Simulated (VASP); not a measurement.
Input of a VASP 6.6.1 run:

INCAR

```
PREC = Accurate ; ENCUT = 500
EDIFF = 1E-6 ; ISMEAR = 0
SIGMA = 0.1 ; LREAL = False
LASPH = True ; NELM = 120
ALGO = Normal ; ISIF = 2
LWAVE = False ; LCHARG = False
GGA = PE ; NBANDS = 23
GGA_COMPAT = False
```

Contents of KPOINTS:

```
regular mesh
0
Gamma
  6 6 2
```

The input POSCAR:

```
KSiH
1.0
    3.6002813777      0.0000000000      0.0000000000
    0.0000000000      3.6002813777      0.0000000000
    0.0000000000      0.0000000000     10.0485508709
K Si H
2 2 2
Direct
    0.0000000000      0.5000000000      0.8282448745
    0.5000000000      0.0000000000      0.1717551255
    0.5000000000      0.0000000000      0.5089762365
    0.0000000000      0.5000000000      0.4910237635
    0.0000000000      0.0000000000      0.0000000000
    0.5000000000      0.5000000000      0.0000000000
```

Potentials or basis: VASP PAW PBE potentials, release 64 (K_sv, Si, H).

Command:

```sh
$ cat potpaw_PBE.64/K_sv/POTCAR potpaw_PBE.64/Si/POTCAR potpaw_PBE.64/H/POTCAR > POTCAR
$ mpirun -np 1 vasp_std > vasp.out
```

Task: What does it give for the largest force?

Result: 0.020 eV/Å.

Task: Estimate the pressure.

Result: 0.0 GPa.

Stress tensor (GPa, compression positive):
```
-0.26  0.00  0.00
 0.00 -0.26  0.00
 0.00  0.00  0.40
```
